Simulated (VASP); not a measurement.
Write the native input for VASP 6.6.1 that does the following.

```yaml
Task: relaxation of cell and atoms
Functional: PBE
Potentials_or_basis: VASP PAW PBE potentials, release 64 (Li_sv, Al, B_h)
Cutoff: 1230 eV
k_mesh: 4 × 4 × 4
Occupations: gaussian, width 0.1 eV
Spin: no spin polarisation
Dipole_correction: no
Further_INCAR_settings: ALGO = Normal; EDIFF = 1e-07; IBRION = 2; EDIFFG = -0.04; NSW = 90; ISIF = 3
```

The structure of Li6AlB3 lies in POSCAR:

```
Li6AlB3
1.0
    4.8569160900      0.0000000000      0.0000000000
    0.0000000000      4.8569160900      0.0000000000
    0.0000000000      0.0000000000      4.8569160900
Li Al B
6 1 3
Direct
    0.6953835100      0.5000000000      0.0000000000
    0.3046164900      0.5000000000      0.0000000000
    0.0000000000      0.6953835100      0.5000000000
    0.0000000000      0.3046164900      0.5000000000
    0.5000000000      0.0000000000      0.6953835100
    0.5000000000      0.0000000000      0.3046164900
    0.0000000000      0.0000000000      0.0000000000
    0.5000000000      0.0000000000      0.0000000000
    0.0000000000      0.5000000000      0.0000000000
    0.0000000000      0.0000000000      0.5000000000
```

The cell was generated, and may not be a known phase.

The input as run:

INCAR

```
PREC     = Accurate       # precision mode
ENCUT    = 1230           # plane-wave cutoff, eV
EDIFF    = 1E-7           # SCF threshold, eV
ISMEAR   = 0              # smearing method
SIGMA    = 0.1            # smearing width, eV
LREAL    = False          # projectors in reciprocal space
LASPH    = True           # aspherical terms in the spheres
NELM     = 120            # most SCF steps
ALGO     = Normal         # electronic algorithm
ISIF     = 3              # what is computed and relaxed
LWAVE    = False          # write WAVECAR
LCHARG   = False          # write CHGCAR
GGA      = PE             # functional
IBRION   = 2              # ionic algorithm
NSW      = 90             # ionic steps
EDIFFG   = -0.04          # ionic threshold
GGA_COMPAT= False        
NELMIN   = 4
```

KPOINTS

```
regular mesh
0
Gamma
  4 4 4
```

Potentials or basis: VASP PAW PBE potentials, release 64 (Li_sv, Al, B_h).

Launch:

```bash
$ cat potpaw_PBE.64/Li_sv/POTCAR potpaw_PBE.64/Al/POTCAR potpaw_PBE.64/B_h/POTCAR > POTCAR
$ mpirun -np 1 vasp_std > vasp.out
```

It gave:

```
Relaxed volume                        : 17.33 Å³/atom
Relaxed cell                          : a = 5.575 Å, b = 5.575 Å, c = 5.575 Å, α = 90.00°, β = 90.00°, γ = 90.00°
Space group after relaxing (to 0.1 Å) : Pm-3 (No. 200)
Energy gained by relaxing             : 612.3 meV/atom
Ionic steps                           : 10
Pressure after relaxing               : 0.0 GPa
Band gap on the k mesh                : zero (bands 15 and 16 overlap by 0.70 eV)
```

Caveat: the volume moved by over 15 % at a fixed basis, so the end points are rough.

Wall time 13 min on 1 thread of Intel(R) Xeon(R) Platinum 8259CL CPU @ 2.50GHz (Skylake/Cascade Lake), on a shared host, peak memory 0.51 GiB.
